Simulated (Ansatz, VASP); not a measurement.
# ScHO2 in VASP and in Ansatz

File INCAR:

```
PREC     = Accurate       # precision mode
ENCUT    = 910            # plane-wave cutoff, eV
EDIFF    = 1E-6           # SCF threshold, eV
ISMEAR   = 0              # smearing method
SIGMA    = 0.05           # smearing width, eV
LREAL    = False          # projectors in reciprocal space
LASPH    = True           # aspherical terms in the spheres
NELM     = 120            # most SCF steps
ALGO     = Normal         # electronic algorithm
ISIF     = 2              # what is computed and relaxed
LWAVE    = False          # write WAVECAR
LCHARG   = False          # write CHGCAR
GGA      = CA             # functional
NBANDS   = 20             # bands
GGA_COMPAT= False
```

Contents of KPOINTS:

```
regular mesh
0
Gamma
  9 9 9
```

POSCAR

```
ScHO2
1.0
    1.6165890435      0.9333381194      4.5309241552
   -1.6165890435      0.9333381194      4.5309241552
    0.0000000000     -1.8666762389      4.5309241552
Sc H O
1 1 2
Direct
    0.0000000000      0.0000000000      0.0000000000
    0.5000000000      0.5000000000      0.5000000000
    0.5897010000      0.5897010000      0.5897010000
    0.4102990000      0.4102990000      0.4102990000
```

Input for Ansatz:

```yaml
crystal:
  lattice:
    - [1.6165890435, 0.9333381194, 4.5309241552]
    - [-1.6165890435, 0.9333381194, 4.5309241552]
    - [0.0, -1.8666762389, 4.5309241552]
  atoms:
    - { symbol: Sc, position: [0.0, 0.0, 0.0] }
    - { symbol: H, position: [0.5, 0.5, 0.5] }
    - { symbol: O, position: [0.589701, 0.589701, 0.589701] }
    - { symbol: O, position: [0.410299, 0.410299, 0.410299] }
basis:
  ecutwfc: 420
kpoints:
  mp_grid: { grid: [9, 9, 9] }
hamiltonian:
  xc: lda
scf:
  occupations: { method: gaussian, width: 0.05 }
output:
  forces: true
  stress: true
  eigenvalues: true
```

Alike in both runs: task single point; functional LDA; k mesh 9 × 9 × 9; occupations gaussian, width 0.05 eV; no spin polarisation.

|  | VASP | Ansatz |
| --- | --- | --- |
| version | VASP 6.6.1 | Ansatz 0.2.0 |
| potentials or method | VASP PAW LDA potentials, release 64 (Sc_sv, H_h, O_h), cutoff 910 eV | scalar-relativistic, plane waves, PAW |
| valence electrons in the cell | 24 | 24 |

VASP gave:

| Property | Result |
| --- | --- |
| gap on the k mesh at the Fermi level (eV) | 3.86 |
| least direct gap on the mesh (eV) | 4.28 |
| rms of the force components (eV/Å) | 0.152 |

**Question.** Which values does Ansatz return?

**Answer.** gap on the k mesh at the Fermi level (eV): 3.88; least direct gap on the mesh (eV): 4.30; rms of the force components (eV/Å): 0.172.

LDA's correlation is that of Perdew and Zunger in VASP and of Perdew and Wang (1992) in Ansatz. Atom by atom the forces differ by 0.020 eV/Å (rms over components).

Noted on VASP's run: the cutoff is short for stress, so the pressure is rough.
